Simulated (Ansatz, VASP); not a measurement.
## Two plane-wave programs on BiP

File POSCAR:

```
BiP
1.0
    3.5830051744      0.0000000000      0.0000000000
    0.0000000000      3.5830051744      0.0000000000
    0.0000000000      0.0000000000      3.5830051744
Bi P
1 1
Direct
    0.0000000000      0.0000000000      0.0000000000
    0.5000000000      0.5000000000      0.5000000000
```

INCAR.step1

```
SYSTEM = BiP
  PREC = Accurate
  ENCUT = 520
  ISMEAR = 0
  SIGMA = 0.05
  LREAL = .False.
  LASPH = .True.
  NELM = 60
  NBANDS = 17
  GGA = PE
  ALGO = Normal
  EDIFF = 1E-4
  LWAVE = .True.
  LCHARG = .False.
```

Contents of INCAR.step2:

```
SYSTEM = BiP
  PREC = Accurate
  ENCUT = 520
  EDIFF = 1E-6
  ISMEAR = 0
  SIGMA = 0.05
  LREAL = .False.
  LASPH = .True.
  NELM = 60
  ALGO = Normal
  ISIF = 2
  LWAVE = .False.
  LCHARG = .False.
  METAGGA = R2SCAN
  LMIXTAU = .True.
  NBANDS = 17
  ISTART = 1
```

The input KPOINTS:

```
regular mesh
0
Gamma
  10 10 10
  0 0 0
```

Input for Ansatz:

```yaml
crystal:
  lattice:
    - [3.5830051744, 0.0, 0.0]
    - [0.0, 3.5830051744, 0.0]
    - [0.0, 0.0, 3.5830051744]
  atoms:
    - { symbol: Bi, position: [0.0, 0.0, 0.0] }
    - { symbol: P, position: [0.5, 0.5, 0.5] }
basis:
  ecutwfc: 500
  ecutrho_ratio: 4
kpoints:
  mp_grid: { grid: [10, 10, 10] }
hamiltonian:
  xc: r2scan
scf:
  occupations: { method: gaussian, width: 0.05 }
output:
  forces: true
  stress: true
  eigenvalues: true
```

Alike in both runs: task single point; functional r2SCAN; k mesh 10 × 10 × 10; occupations gaussian, width 0.05 eV; no spin polarisation.

|  | VASP | Ansatz |
| --- | --- | --- |
| version | VASP 6.6.1 | Ansatz 0.2.0 |
| potentials or method | VASP PAW PBE potentials, release 64 (Bi_d, P), cutoff 520 eV | scalar-relativistic, plane waves, PAW |
| valence electrons in the cell | 20 | 20 |

```tsv
	VASP	Ansatz	Ansatz less VASP
gap on the k mesh at the Fermi level (eV)	none	none	-
pressure (GPa)	-0.6	-0.6	-0.01
```

VASP's potentials were made for PBE, not for r2SCAN. A gap of «none» marks a metal or a gap that the smearing closes.

Neither program's run includes spin-orbit coupling.
